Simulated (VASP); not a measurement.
# MoS2 (Fm-3m) in VASP: notebook, part 2 of 2

VASP 6.6.1. Earlier steps stand in the parts before.

**4. Relaxation of cell and atoms, PBEsol**

This run uses another cell than the first one, of 18.97 Å³/atom, 1.165 times its volume.

INCAR

```
  PREC = Accurate
  ENCUT = 600
  EDIFF = 1E-7
  ISMEAR = -1
  SIGMA = 0.03
  LREAL = False
  LASPH = True
  NELM = 100
  ALGO = Normal
  ISIF = 3
  LWAVE = False
  LCHARG = False
  GGA = PS
  IBRION = 2
  NSW = 100
  EDIFFG = -0.01
```

KPOINTS

```
regular mesh
0
Gamma
  6 6 6
```

POSCAR

```
MoS2
1.0
    0.0000000000      3.0531519400      3.0531519400
    3.0531519400      0.0000000000      3.0531519400
    3.0531519400      3.0531519400      0.0000000000
Mo S
1 2
Direct
    0.0000000000      0.0000000000      0.0000000000
    0.7500000000      0.7500000000      0.7500000000
    0.2500000000      0.2500000000      0.2500000000
```

Potentials or basis: VASP PAW PBE potentials, release 64 (Mo_sv, S).

Run with:

```console
$ cat potpaw_PBE.64/Mo_sv/POTCAR potpaw_PBE.64/S/POTCAR > POTCAR
$ mpirun -np 1 vasp_std > vasp.out
```

OUTCAR:

```text
PREC = Accurate
   ENCUT = 600
   EDIFF = 1E-7
   ISMEAR = -1
   LREAL = False
   LASPH = True
   NELM = 100
   ISIF = 3
   GGA = PS
   IBRION = 2
   NSW = 100
   EDIFFG = -0.01

 ion  position               nearest neighbor table
   1  0.000  0.000  0.000-   2 2.64   2 2.64   2 2.64   2 2.64   3 2.64   3 2.64   3 2.64   3 2.64

   2  0.750  0.750  0.750-   1 2.64   1 2.64   1 2.64   1 2.64
   3  0.250  0.250  0.250-   1 2.64   1 2.64   1 2.64   1 2.64

  LATTYP: Found a face centered cubic cell.
 ALAT       =     6.1063038800

  Lattice vectors:

 A1 = (   0.0000000000,   3.0531519400,   3.0531519400)
 A2 = (   3.0531519400,   0.0000000000,   3.0531519400)
 A3 = (   3.0531519400,   3.0531519400,   0.0000000000)

Analysis of symmetry for initial positions (statically):
=====================================================================
 Subroutine PRICEL returns:
 Original cell was already a primitive cell.

 Routine SETGRP: Setting up the symmetry group for a
 face centered cubic supercell.

 Subroutine GETGRP returns: Found 48 space group operations
 (whereof 48 operations were pure point group operations)
 out of a pool of 48 trial point group operations.

The static configuration has the point symmetry O_h .

Analysis of symmetry for dynamics (positions and initial velocities):
=====================================================================
 Subroutine PRICEL returns:
 Original cell was already a primitive cell.

 Routine SETGRP: Setting up the symmetry group for a
 face centered cubic supercell.

 Subroutine GETGRP returns: Found 48 space group operations
 (whereof 48 operations were pure point group operations)
 out of a pool of 48 trial point group operations.

The dynamic configuration has the point symmetry O_h .

 Subroutine INISYM returns: Found 48 space group operations
 (whereof 48 operations are pure point group operations),
 and found     1 'primitive' translations

----------------------------------------------------------------------------------------

                                     Primitive cell

  volume of cell :      56.9214

  direct lattice vectors                    reciprocal lattice vectors
     0.000000000  3.053151940  3.053151940    -0.163765188  0.163765188  0.163765188
     3.053151940  0.000000000  3.053151940     0.163765188 -0.163765188  0.163765188
     3.053151940  3.053151940  0.000000000     0.163765188  0.163765188 -0.163765188

  length of vectors
     4.317808882  4.317808882  4.317808882     0.283649625  0.283649625  0.283649625

  position of ions in fractional coordinates (direct lattice)
     0.000000000  0.000000000  0.000000000
     0.750000000  0.750000000  0.750000000
     0.250000000  0.250000000  0.250000000

  ion indices of the primitive-cell ions
   primitive index   ion index
                 1           1
                 2           2
                 3           3

----------------------------------------------------------------------------------------

 KPOINTS: regular mesh

Automatic generation of k-mesh.
 Grid dimensions read from file:
 generate k-points for:    6    6    6

 Generating k-lattice:

  Cartesian coordinates                     Fractional coordinates (reciprocal lattice)
    -0.027294198  0.027294198  0.027294198     0.166666667  0.000000000  0.000000000
     0.027294198 -0.027294198  0.027294198     0.000000000  0.166666667  0.000000000
     0.027294198  0.027294198 -0.027294198     0.000000000  0.000000000  0.166666667

  Length of vectors
     0.047274938  0.047274938  0.047274938

  Shift w.r.t. Gamma in fractional coordinates (k-lattice)
     0.000000000  0.000000000  0.000000000

 Subroutine IBZKPT returns following result:
 ===========================================

 Found     16 irreducible k-points:

 Following reciprocal coordinates:
            Coordinates               Weight
  0.000000  0.000000  0.000000      1.000000
  0.166667  0.000000  0.000000      8.000000
  0.333333  0.000000  0.000000      8.000000
  0.500000  0.000000  0.000000      4.000000
  0.166667  0.166667  0.000000      6.000000
  0.333333  0.166667  0.000000     24.000000
[... 8 lines left out ...]
 -0.333333  0.333333  0.166667     24.000000
 -0.333333  0.500000  0.166667     12.000000
   k-points           NKPTS =     16   k-points in BZ     NKDIM =     16   number of bands    NBANDS=     17
   number of dos      NEDOS =    301   number of ions     NIONS =      3
   total plane-waves  NPLWV =  46656
   dimension x,y,z NGX =    36 NGY =   36 NGZ =   36
   dimension x,y,z NGXF=    72 NGYF=   72 NGZF=   72
   ions per type =               1   2
   NGX,Y,Z   is equivalent  to a cutoff of  13.86, 13.86, 13.86 a.u.
   NGXF,Y,Z  is equivalent  to a cutoff of  27.72, 27.72, 27.72 a.u.
 SYSTEM =  unknown system
   PREC   = accura    normal or accurate (medium, high low for compatibility)
   ISTART =      0    job   : 0-new  1-cont  2-samecut
   ICHARG =      2    charge: 1-file 2-atom 10-const
   ISPIN  =      1    spin polarized calculation?
   LNONCOLLINEAR =      F non collinear calculations
   LSORBIT =      F    spin-orbit coupling
   LASPH  =      T    aspherical Exc in radial PAW
   ENCUT  =  600.0 eV  44.10 Ry    6.64 a.u.   8.62  8.62  8.62*2*pi/ulx,y,z
   NELM   =    100;   NELMIN=  2; NELMDL= -5     # of ELM steps
   EDIFF  = 0.1E-06   stopping-criterion for ELM
   LREAL  =      F    real-space projection
   EDIFFG = -.1E-01   stopping-criterion for IOM
   NSW    =    100    number of steps for IOM
   IBRION =      2    ionic relax: 0-MD 1-quasi-New 2-CG
   NFREE  =      1    steps in history (QN), initial steepest desc. (CG)
   ISIF   =      3    stress and relaxation
   ISYM   =      2    0-nonsym 1-usesym 2-fastsym
   POTIM  = 0.5000    time-step for ionic-motion
   TEBEG  =    0.0;   TEEND  =   0.0 temperature during run
   PSTRESS=    0.0 pullay stress
   NELECT =      26.0000    total number of electrons
   NUPDOWN=      -1.0000    fix difference up-down
   EMIN   =  10.00;   EMAX   =-10.00  energy-range for DOS
   EFERMI =   0.00;   METHOD = LEGACY
   ISMEAR =    -1;   SIGMA  =   0.03  broadening in eV -4-tet -1-fermi 0-gaus
   EFERMI_NEDOS =   21; number of points for ismear=-14 and -15
   IALGO  =     38    algorithm
   IMIX   =      4    mixing-type and parameters
     AMIX     =   0.40;   BMIX     =  1.00
     AMIX_MAG =   1.60;   BMIX_MAG =  1.00
  volume/ion in A,a.u.               =      18.97       128.04
  Fermi-wavevector in a.u.,A,eV,Ry     =   1.260785  2.382537 21.627516  1.589578
  Thomas-Fermi vector in A             =   2.394277
   LORBIT       =      0    0 simple, 1 ext, 2 COOP (PROOUT), +10 PAW based schemes
   GGA     = PS    functional components
   LHFCALC =     F    Hartree Fock is set to
   AEXX    =    0.0000 exact exchange contribution
   IVDW    =     0    specifies the selected vdW correction
   LEPSILON=     F    determine dielectric tensor
   LRPA    =     F    only Hartree local field effects (RPA)
 conjugate gradient relaxation of ions
 non-spin polarized calculation
  energy-cutoff  :      600.00
  volume of cell :       56.92
 maximum number of plane-waves:      1917
 NGX is ok and might be reduce to    36
   NGX = 17   NGY = 17   NGZ = 17

--------------------------------------- Ionic step        1  -------------------------------------------

 number of electron      26.0000003 magnetization

 Free energy of the ion-electron system (eV)
  ---------------------------------------------------
  ext. energy  EPLUGINS =         0.00000000
  ---------------------------------------------------
  free energy    TOTEN  =       -20.81674973 eV

  energy without entropy =      -20.79975261  energy(sigma->0) =      -20.80825117

------------------------ aborting loop because EDIFF is reached ----------------------------------------

  FORCE on cell =-STRESS in cart. coord.  units (eV):
  Direction    XX          YY          ZZ          XY          YZ          ZX
  --------------------------------------------------------------------------------------
  -------------------------------------------------------------------------------------
  Total       -5.9773962     -5.9773962     -5.9773962      0.0000000      0.0000000     -0.0000000
  in kB     -168.2470195   -168.2470195   -168.2470195      0.0000000      0.0000000     -0.0000000
  external PRESSURE =    -168.2470195 kB  Pullay stress =       0.0000000 kB
[... 24 lines left out ...]
--------------------------------------- Ionic step        2  -------------------------------------------

 number of electron      26.0000001 magnetization

 E-fermi :  10.9211     XC(G=0): -12.3521

 val. band max:       10.9195241258   @ k =   0.3333   0.0000   0.0000
 cond. band min:      10.9301460790   @ k =   0.5000   0.1667   0.0000
 fundamental gap:      0.0106219532
 Fermi energy:        10.9210737659

 k-point     1 :       0.0000    0.0000    0.0000
  band No.  band energies     occupation
      1     -49.7082      2.00000
      2     -23.9486      2.00000
      3     -23.9486      2.00000
      4     -23.9486      2.00000
      5      -5.8484      2.00000
      6       0.3607      2.00000
[... 493 lines left out ...]
--------------------------------------- Ionic step        7  -------------------------------------------

 number of electron      26.0000002 magnetization

 Free energy of the ion-electron system (eV)
  ---------------------------------------------------
  ext. energy  EPLUGINS =         0.00000000
  ---------------------------------------------------
  free energy    TOTEN  =       -21.30081791 eV

  energy without entropy =      -21.28502192  energy(sigma->0) =      -21.29291992

 E-fermi :   8.6672     XC(G=0): -11.5822

 val. band max:        8.6613659577   @ k =   0.3333   0.0000   0.0000
 cond. band min:       8.6797787524   @ k =   0.5000   0.3333   0.0000
 fundamental gap:      0.0184127947
 Fermi energy:         8.6672098837

 k-point     1 :       0.0000    0.0000    0.0000
  band No.  band energies     occupation
      1     -52.2554      2.00000
      2     -26.3889      2.00000
      3     -26.3889      2.00000
      4     -26.3889      2.00000
      5      -6.8641      2.00000
      6      -1.9921      2.00000
[... 339 lines left out ...]
  FREE ENERGIE OF THE ION-ELECTRON SYSTEM (eV)
  ---------------------------------------------------
  free  energy   TOTEN  =       -21.3008179140 eV

  energy  without entropy=      -21.2850219232  energy(sigma->0) =      -21.29291992

 reached required accuracy - stopping structural energy minimisation
```

OSZICAR:

```text
N       E                     dE             d eps       ncg     rms          rms(c)
DAV:   1     0.193861588501E+03    0.19386E+03   -0.14531E+04   544   0.160E+03
DAV:   2    -0.137686116629E+02   -0.20763E+03   -0.20518E+03   684   0.365E+02
DAV:   3    -0.225722678777E+02   -0.88037E+01   -0.84869E+01   674   0.672E+01
[... 78 lines left out ...]
DAV:   4    -0.213008101786E+02    0.62317E-04   -0.35644E-04   584   0.162E-01    0.259E-02
DAV:   5    -0.213008151560E+02   -0.49774E-05   -0.73661E-06   645   0.210E-02    0.129E-02
DAV:   6    -0.213008178482E+02   -0.26922E-05   -0.20894E-06   563   0.802E-03    0.220E-03
DAV:   7    -0.213008179669E+02   -0.11863E-06   -0.69231E-08   275   0.219E-03    0.970E-04
DAV:   8    -0.213008179140E+02    0.52834E-07   -0.22817E-08   272   0.933E-04
   7 F= -.21300818E+02 E0= -.21292920E+02  d E =-.134975E-03
```

CONTCAR:

```text
MoS2
   1.00000000000000
     0.0000000000000000    2.9024294918167342    2.9024294918167342
     2.9024294918167342   -0.0000000000000000    2.9024294918167342
     2.9024294918167342    2.9024294918167342   -0.0000000000000000
  Mo              S
     1     2
Direct
     0.0000000000000000    0.0000000000000000    0.0000000000000000
     0.7500000000000000    0.7500000000000000    0.7500000000000000
     0.2500000000000000    0.2500000000000000    0.2500000000000000

  0.00000000E+00  0.00000000E+00  0.00000000E+00
  0.00000000E+00  0.00000000E+00  0.00000000E+00
  0.00000000E+00  0.00000000E+00  0.00000000E+00
```

Run time: 2 min. Hardware: 1 thread of Intel Xeon 6975P-C (Granite Rapids), shared host; peak memory 0.22 GiB.

What came out:

```yaml
Free_energy: -21.3008 eV
Relaxed_volume: 16.30 Å³/atom
Relaxed_cell: a = 4.105 Å, b = 4.105 Å, c = 4.105 Å, α = 60.00°, β = 60.00°, γ = 60.00°
Space_group_after_relaxing_to_0.05_Å: Fm-3m (No. 225)
Energy_gained_by_relaxing: 161.4 meV/atom
Ionic_steps: 7
Pressure_after_relaxing: 0.0 GPa
Band_gap_on_the_k_mesh: zero (band 13 reaches 9.00 eV, above the bottom of band 14 at 8.15 eV)
```

Step by step:
| step | energy change (eV) | largest force (eV/Å) | pressure (GPa) | volume (Å³) |
| --- | --- | --- | --- | --- |
| 1 | 0.0000 | 0.0000 | -16.82 | 56.92 |
| 2 | 0.1144 | 0.0000 | 31.47 | 42.03 |
| 3 | -0.4836 | 0.0000 | -0.72 | 49.13 |
| 4 | -0.4841 | 0.0000 | -0.11 | 48.94 |
| 5 | -0.4839 | 0.0000 | 0.37 | 48.78 |
| 6 | -0.4839 | 0.0000 | -0.40 | 49.03 |
| 7 | -0.4841 | 0.0000 | 0.00 | 48.90 |

Final structure:
```
CELL_PARAMETERS angstrom
0.00000 2.90243 2.90243
2.90243 0.00000 2.90243
2.90243 2.90243 0.00000
ATOMIC_POSITIONS crystal
Mo 0.00000 0.00000 0.00000
S 0.75000 0.75000 0.75000
S 0.25000 0.25000 0.25000
```

Caveat: the PAW data sets were made with another functional, which shifts forces and pressure a little.

**5. Overview**

```csv
task,level,cell,k mesh,cutoff (eV),gap on the mesh (eV),pressure (GPa)
single point,PBEsol,"a = 4.103 Å, angles 60.0°, 3 atoms",6 × 6 × 6,520,none,0.1
single point,r2SCAN+rVV10,"a = 4.136 Å, angles 60.0°, 3 atoms",8 × 8 × 8,520,none,0.2
relaxation of cell and atoms,PBEsol,"relaxed from a = 4.318 Å, angles 60.0°, 3 atoms",6 × 6 × 6,600,none,0.0
```

Alike in all rows: potentials or basis VASP PAW PBE potentials, release 64 (Mo_sv, S); no spin polarisation; smearing fermi-dirac 0.03 eV.

Caveats: the PAW data sets were made with another functional, which shifts forces and pressure a little.

Total energies depend on the potentials used, so only differences within one code and one set of settings carry meaning.
